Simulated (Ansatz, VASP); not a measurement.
Rh: VASP beside Ansatz

Contents of INCAR:

```
PREC = Accurate
ENCUT = 520
EDIFF = 1E-7
ISMEAR = 0
SIGMA = 0.1
LREAL = False
LASPH = True
NELM = 80
ALGO = Fast
ISIF = 2
LWAVE = False
LCHARG = False
GGA = PS
NBANDS = 22
```

Contents of KPOINTS:

```
Automatic mesh
0
Gamma
  24 24 12
```

File POSCAR:

```
Rh
1.0
    2.6349613631      0.0000000000      0.0000000000
   -1.3174806816      2.2819434785      0.0000000000
    0.0000000000      0.0000000000      4.2424398393
Rh
2
Direct
    0.6666666667      0.3333333333      0.7500000000
    0.3333333333      0.6666666667      0.2500000000
```

Input for Ansatz:

```yaml
crystal:
  lattice:
    - [2.6349613631, 0.0, 0.0]
    - [-1.3174806816, 2.2819434785, 0.0]
    - [0.0, 0.0, 4.2424398393]
  atoms:
    - { symbol: Rh, position: [0.6666666667, 0.3333333333, 0.75] }
    - { symbol: Rh, position: [0.3333333333, 0.6666666667, 0.25] }
basis:
  ecutwfc: 420
kpoints:
  mp_grid: { grid: [24, 24, 12] }
hamiltonian:
  xc: pbesol
scf:
  occupations: { method: gaussian, width: 0.1 }
output:
  forces: true
  stress: true
  eigenvalues: true
```

Change from the starting cell: equal strain along all axes, cell held, atoms relaxed: -2.0 %.

Alike in both runs: task single point; functional PBEsol; k mesh 24 × 24 × 12; occupations gaussian, width 0.1 eV; no spin polarisation.

|  | VASP | Ansatz |
| --- | --- | --- |
| version | VASP 6.6.1 | Ansatz 0.2.0 |
| potentials or method | VASP PAW PBE potentials, release 64 (Rh_pv), cutoff 520 eV | scalar-relativistic, plane waves, PAW |
| valence electrons in the cell | 30 | 34 |

```tsv
	VASP	Ansatz	Ansatz less VASP
gap on the k mesh at the Fermi level (eV)	none	none	-
pressure (GPa)	20.7	20.7	+0.06
traceless stress, the component that is largest in VASP (GPa)	1.09	1.09	-0.005
```

VASP's potentials were made for PBE, not for PBEsol. A gap of «none» marks a metal or a gap that the smearing closes. VASP's potentials hold 30 valence electrons a cell and Ansatz's 34, so a difference there can come from the potentials and not from the codes.
